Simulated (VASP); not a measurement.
## Mg5O: relaxation of cell and atoms with PBE

The system is Mg5O.

```xyz
6
Lattice="4.5853 0.0000 0.0000 -2.2926 3.9710 0.0000 0.0000 0.0000 5.6016" Properties=species:S:1:pos:R:3 pbc="T T T"
Mg    2.7714    0.0000    2.8008
Mg   -1.3857    2.4001    2.8008
Mg    0.9070    1.5709    2.8008
Mg    0.0000    0.0000    4.1857
Mg    0.0000    0.0000    1.4159
O     0.0000    0.0000    0.0000
```

The cell was built from a structure type or drawn by symmetry, and may not be a known phase.

- Program: VASP 6.6.1
- Task: relaxation of cell and atoms
- Functional: PBE
- Potentials or basis: VASP PAW PBE potentials, release 64 (Mg, O)
- Cutoff: 600 eV
- k mesh: 6 × 6 × 4
- Occupations: gaussian, width 0.1 eV
- Spin: no spin polarisation
- Dipole correction: no
- Further INCAR settings: ALGO = Normal; EDIFF = 1e-06; IBRION = 2; EDIFFG = -0.04; NSW = 90; ISIF = 3

| Quantity | Value |
| --- | --- |
| Relaxed volume | 32.77 Å³/atom |
| Relaxed cell | a = 5.838 Å, b = 5.838 Å, c = 6.662 Å, α = 90.00°, β = 90.00°, γ = 120.00° |
| Space group after relaxing (to 0.1 Å) | P6/mmm (No. 191) |
| Energy gained by relaxing | 2450.8 meV/atom |
| Ionic steps | 38 |
| Pressure after relaxing | 0.0 GPa |
| Largest force after relaxing | 0.023 eV/Å |
| Band gap on the k mesh | zero (bands 8 and 9 overlap by 1.63 eV) |

Forces in eV/Å, atoms in the order of the input:
```
Mg   0.003  0.000  0.000
Mg  -0.002  0.003  0.000
Mg  -0.002 -0.003  0.000
Mg   0.000  0.000  0.023
Mg   0.000  0.000 -0.023
O    0.000  0.000  0.000
```

Stress tensor (GPa, compression positive):
```
 0.02  0.00  0.00
 0.00  0.02  0.00
 0.00  0.00 -0.07
```

Step by step:
```
step  energy change (eV)  largest force (eV/Å)  pressure (GPa)  volume (Å³)
   1              0.0000               16.4286           72.56       102.00
   2             -3.0851                8.4967            3.92       254.11
   3             -3.6494                8.0718            4.87       240.34
   4             -4.0223                7.8570            5.64       230.13
   5             -5.2665                8.4930           11.57       178.44
   6             -9.1372                1.8980           -4.78       272.89
   7             -9.3664                2.5180           -2.94       247.78
   8            -11.2736                3.2938           -2.62       224.61
   9             -9.9291               13.1623           20.73       155.51
  10            -11.6953                4.2300           -1.40       210.64
  11            -13.7319                3.5929            1.64       183.03
  12            -13.6255                0.8096            6.60       169.26
  13            -13.8602                2.6485            3.39       176.77
  14            -13.8534                2.2431            4.02       174.99
  15            -13.0191                7.6467            7.34       185.52
  16            -14.0886                0.6178            4.25       178.64
  17            -14.5395                0.6049           -1.27       205.25
  18            -14.5437                0.5039           -0.82       202.35
  19            -14.6091                0.2780           -0.45       200.51
  20            -14.6537                0.5735            0.39       197.27
  21            -14.6755                0.1375            0.05       197.49
  22            -14.6757                0.1412            0.07       197.47
  23            -14.6796                0.1358           -0.01       197.78
  24            -14.6874                0.1186           -0.26       198.69
  25            -14.6866                0.2941           -0.69       200.50
  26            -14.6896                0.1698           -0.47       199.54
  27            -14.6922                0.1210           -0.39       199.15
  28            -14.6962                0.0782           -0.15       197.96
  29            -14.6963                0.0741           -0.09       197.69
  30            -14.6980                0.0680           -0.05       197.22
  31            -14.7001                0.0563            0.01       196.36
  32            -14.7000                0.1659            0.16       194.63
  33            -14.7007                0.0957            0.07       195.52
  34            -14.7016                0.0749            0.09       195.58
  35            -14.7035                0.0220            0.11       195.75
  36            -14.7037                0.1256            0.17       196.08
  37            -14.7042                0.0653            0.14       195.93
  38            -14.7046                0.0234           -0.01       196.62
```

Final structure:
```cif
data_structure
_symmetry_space_group_name_H-M 'P 1'
_symmetry_Int_Tables_number 1
_cell_length_a 5.8376
_cell_length_b 5.8376
_cell_length_c 6.6624
_cell_angle_alpha 90.000
_cell_angle_beta 90.000
_cell_angle_gamma 120.000
_cell_volume 196.62
loop_
_atom_site_label
_atom_site_type_symbol
_atom_site_fract_x
_atom_site_fract_y
_atom_site_fract_z
_atom_site_occupancy
Mg1 Mg 0.49966 0.00000 0.50000 1
Mg2 Mg 0.00000 0.49966 0.50000 1
Mg3 Mg 0.50034 0.50034 0.50000 1
Mg4 Mg 0.00000 0.00000 0.72822 1
Mg5 Mg 0.00000 0.00000 0.27178 1
O1 O 0.00000 0.00000 0.00000 1
```

Levels at points of the mesh, in eV from the Fermi level:
```csv
k point,band 4,band 5,band 6,band 7,band 8,band 9,band 10,band 11,band 12
"(0.00, 0.00, 0.00)",-1.71,-1.71,-0.41,-0.39,-0.12,-0.12,0.21,0.82,0.82
"(0.50, 0.00, 0.00)",-3.29,-1.91,-1.56,-1.40,-0.85,0.46,0.92,2.82,3.55
"(0.00, 0.00, 0.50)",-1.61,-1.61,-1.30,-0.37,-0.35,-0.35,0.38,0.89,0.89
"(0.50, 0.00, 0.50)",-2.74,-1.86,-1.65,-1.25,-1.24,0.09,0.61,2.98,3.16
```

Run time: 9.9 min on 1 thread of Intel(R) Xeon(R) 6975P-C (Granite Rapids) (shared host), peak memory 0.29 GiB.

Caveat: the volume moved by over 15 % at a fixed basis, so the end points are rough.
